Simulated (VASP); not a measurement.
# MgSi2N2 (R-3m) in VASP: a series of runs, part 2 of 2

VASP 6.6.1. Earlier steps stand in the parts before.

### Step 6. Relaxation of cell and atoms, PBE

File INCAR:

```
PREC = Accurate ; ENCUT = 600
EDIFF = 1E-6 ; ISMEAR = 0
SIGMA = 0.1 ; LREAL = F
LASPH = T ; NELM = 60
ALGO = Normal ; ISIF = 3
LWAVE = F ; LCHARG = F
GGA = PE ; IBRION = 2
NSW = 90 ; EDIFFG = -0.04
```

File KPOINTS:

```
regular mesh
0
Gamma
  6 6 6
```

File POSCAR:

```
MgSi2N2
1.0
    3.0383096800      1.7541689100      2.3812288100
   -3.0383096800      1.7541689100      2.3812288100
    0.0000000000     -3.5083378200      2.3812288100
Mg Si N
1 2 2
Direct
    0.0000000000      0.0000000000      0.0000000000
    0.5984006400      0.5984006400      0.5984006400
    0.4015993600      0.4015993600      0.4015993600
    0.2474819700      0.2474819700      0.2474819700
    0.7525180300      0.7525180300      0.7525180300
```

Potentials or basis: VASP PAW PBE potentials, release 64 (Mg, Si, N).

Started as:

```sh
> cat potpaw_PBE.64/Mg/POTCAR potpaw_PBE.64/Si/POTCAR potpaw_PBE.64/N/POTCAR > POTCAR
> mpirun -np 1 vasp_std > vasp.out
```

OUTCAR:

```text
PREC = Accurate
   ENCUT = 600
   EDIFF = 1E-6
   ISMEAR = 0
   LREAL = F
   LASPH = T
   NELM = 60
   ISIF = 3
   GGA = PE
   IBRION = 2
   NSW = 90
   EDIFFG = -0.04

 ion  position               nearest neighbor table
   1  0.000  0.000  0.000-   4 1.77   5 1.77   2 2.87   3 2.87
   2  0.598  0.598  0.598-   5 1.10   3 1.41   1 2.87
   3  0.402  0.402  0.402-   4 1.10   2 1.41   1 2.87
   4  0.247  0.247  0.247-   3 1.10   1 1.77
   5  0.753  0.753  0.753-   2 1.10   1 1.77

 -----------------------------------------------------------------------------
|                                                                             |
|           W    W    AA    RRRRR   N    N  II  N    N   GGGG   !!!           |
|           W    W   A  A   R    R  NN   N  II  NN   N  G    G  !!!           |
|           W    W  A    A  R    R  N N  N  II  N N  N  G       !!!           |
|           W WW W  AAAAAA  RRRRR   N  N N  II  N  N N  G  GGG   !            |
[... 1978 lines left out ...]
     12       5.5903      0.00000
     13       6.3837      0.00000
     14       8.3891      0.00000

 [... further k-points ...]

[... ionic steps 4 to 56 ...]

--------------------------------------- Ionic step       57  -------------------------------------------

 number of electron      20.0000001 magnetization

------------------------ aborting loop because EDIFF is reached ----------------------------------------
[... 73 lines left out ...]
--------------------------------------- Ionic step       59  -------------------------------------------

 number of electron      20.0000001 magnetization

 Free energy of the ion-electron system (eV)
  ---------------------------------------------------
  ext. energy  EPLUGINS =         0.00000000
  ---------------------------------------------------
  free energy    TOTEN  =       -26.23675860 eV

  energy without entropy =      -26.23675860  energy(sigma->0) =      -26.23675860

 E-fermi :   2.2945     XC(G=0):  -8.6308

 val. band max:        1.8921886587   @ k =   0.0000   0.0000   0.0000
 cond. band min:       3.0863040734   @ k =   0.0000   0.0000   0.0000
 fundamental gap:      1.1941154147
 Fermi energy:         2.2945307958
[... 440 lines left out ...]
  FREE ENERGIE OF THE ION-ELECTRON SYSTEM (eV)
  ---------------------------------------------------
  free  energy   TOTEN  =       -26.2367585973 eV

  energy  without entropy=      -26.2367585972  energy(sigma->0) =      -26.23675860

 reached required accuracy - stopping structural energy minimisation
```

CONTCAR:

```text
MgSi2N2
   1.00000000000000
     2.8786104942935236    1.6619665431735002    3.3692529409047465
    -2.8786104942935236    1.6619665431735002    3.3692529409047465
    -0.0000000000000000   -3.3239330863470005    3.3692529409047465
  Mg              Si              N
     1     2     2
Direct
     0.0000000000000000    0.0000000000000000    0.0000000000000000
     0.3505970449628130    0.3505970449628130    0.3505970449628130
     0.6494029550371869    0.6494029550371869    0.6494029550371869
     0.8072498786534896    0.8072498786534896    0.8072498786534896
     0.1927501213465105    0.1927501213465105    0.1927501213465105

  0.00000000E+00  0.00000000E+00  0.00000000E+00
  0.00000000E+00  0.00000000E+00  0.00000000E+00
  0.00000000E+00  0.00000000E+00  0.00000000E+00
  0.00000000E+00  0.00000000E+00  0.00000000E+00
  0.00000000E+00  0.00000000E+00  0.00000000E+00
```

Wall time 23 min (1 thread of Intel Xeon Platinum 8259CL at 2.50GHz (Skylake/Cascade Lake), shared host); peak memory 0.24 GiB.

What came out:

```
Free energy                            : -26.2368 eV
Relaxed volume                         : 19.34 Å³/atom
Relaxed cell                           : a = 4.733 Å, b = 4.733 Å, c = 4.733 Å, α = 74.92°, β = 74.92°, γ = 74.92°
Space group after relaxing (to 0.05 Å) : R-3m (No. 166)
Energy gained by relaxing              : 8870.8 meV/atom
Ionic steps                            : 59
Pressure after relaxing                : 0.1 GPa
Largest force after relaxing           : 0.016 eV/Å
Band gap on the k mesh                 : 1.19 eV, direct
```

Forces in eV/Å, atoms in the order of the input:
```
Mg   0.000  0.000  0.000
Si   0.000  0.000 -0.016
Si   0.000  0.000  0.016
N    0.000  0.000  0.004
N    0.000  0.000 -0.004
```

The path:
```csv
step,energy change (eV),largest force (eV/Å),pressure (GPa),volume (Å³)
1,0.0000,83.1154,202.34,76.15
3,-8.1769,0.7482,-19.56,260.01
5,-21.7687,26.0832,-1.66,158.56
7,-24.8264,4.0304,-13.17,176.04
9,-24.8006,9.1952,-10.31,168.21
11,-39.1990,3.4968,-21.62,91.64
13,-38.0626,2.9830,-25.35,90.41
15,-39.5805,3.3463,-22.48,82.26
17,-41.1101,1.0508,-3.48,70.06
19,-41.3972,1.2998,-1.71,69.05
21,-41.6559,3.9896,8.29,66.92
23,-42.3676,3.9574,21.16,65.25
25,-41.9820,6.4995,-9.57,72.16
27,-43.1459,1.3852,1.37,67.79
29,-43.2881,1.1419,0.46,68.93
31,-44.1442,1.3196,0.57,79.85
33,-44.2101,0.1101,4.14,80.75
35,-44.2897,1.3974,1.01,91.34
37,-44.3019,0.8304,-2.42,92.67
39,-44.3343,0.1640,-0.24,91.61
41,-44.3445,0.1668,0.97,92.81
43,-44.3464,0.1254,0.66,93.20
45,-44.3500,0.1011,-0.11,94.86
47,-44.3508,0.1521,-0.14,95.08
49,-44.3520,0.1001,0.22,95.46
51,-44.3527,0.1011,0.42,95.79
53,-44.3533,0.0980,0.22,96.16
55,-44.3536,0.0945,0.00,96.57
57,-44.3539,0.0718,-0.09,96.68
59,-44.3541,0.0163,0.11,96.71
```

Final structure:
```
Mg Si N
1.0
     2.87861    1.66197    3.36925
    -2.87861    1.66197    3.36925
     0.00000   -3.32393    3.36925
Mg Si N
1 2 2
Cartesian
  0.0000 0.0000 0.0000
  0.0000 0.0000 3.5437
  0.0000 0.0000 6.5640
  0.0000 0.0000 8.1595
  0.0000 0.0000 1.9483
```

Caveat: the volume moved by over 15 % at a fixed basis, so the end points are rough. A hybrid or GW would open this gap; PBE tends to underestimate it.

### Step 7. The runs side by side

| task | cell | cutoff (eV) | smearing | gap on the mesh (eV) | pressure (GPa) | largest force (eV/Å) |
| --- | --- | --- | --- | --- | --- | --- |
| single point | a = 4.240 Å, angles 91.5°, 5 atoms | 520 | gaussian 0.1 eV | none | 202.3 | 83.13 |
| single point | a = 4.841 Å, angles 75.0°, 5 atoms | 520 | gaussian 0.1 eV | 1.65 | 0.4 | 0.10 |
| single point | a = 4.939 Å, angles 75.9°, 5 atoms | 520 | gaussian 0.02 eV | 1.84 | 0.0 | 0.08 |
| relaxation of cell and atoms | relaxed from a = 4.240 Å, angles 91.5°, 5 atoms | 600 | gaussian 0.1 eV | 1.19 | 0.1 | 0.02 |

Alike in all rows: level PBE; potentials or basis VASP PAW PBE potentials, release 64 (Mg, Si, N); no spin polarisation; k mesh 6 × 6 × 6.

Caveats: forces of over 1 eV/Å act on the atoms, so gaps and moduli don't describe the material at rest (some runs); the volume moved by over 15 % at a fixed basis, so the end points are rough (some runs).

Total energies depend on the potentials used, so only differences within one code and one set of settings carry meaning.
